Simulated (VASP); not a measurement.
Runs of VASP 6.6.1 on La. The structure is that of space group P6_3/mmc (No. 194), or close to it. The cells are those of the table. 

```tsv
cell	gap on the mesh (eV)	pressure (GPa)
a = 3.259, b = 3.259, c = 5.647 Å, angles 90.0, 90.0, 120.0°, 2 atoms	none	(a)
a = 3.601, b = 3.601, c = 6.164 Å, angles 90.0, 90.0, 120.0°, 2 atoms	none	0.1
a = 3.118, b = 3.118, c = 5.402 Å, angles 90.0, 90.0, 120.0°, 2 atoms	none	20.3
a = 3.016, b = 3.016, c = 5.192 Å, angles 90.0, 90.0, 120.0°, 2 atoms	none	30.4
```

Alike in all rows: task single point; level PBEsol; potentials or basis VASP PAW PBE potentials, release 64 (La); no spin polarisation; k mesh 7 × 7 × 4; cutoff (eV) 520; smearing gaussian 0.05 eV.

Question: Fill in the values left out.

Answer: (a) 10.2.

Caveats: the PAW data sets were made with another functional, which shifts forces and pressure a little; spin-orbit coupling is left out, which moves the levels of the heavy elements; the cell stands under pressure (at least some runs).

A k mesh can miss the band edges, and the runs leave out spin-orbit coupling on La.

A gap of «none» marks levels without a gap at the run's occupations.
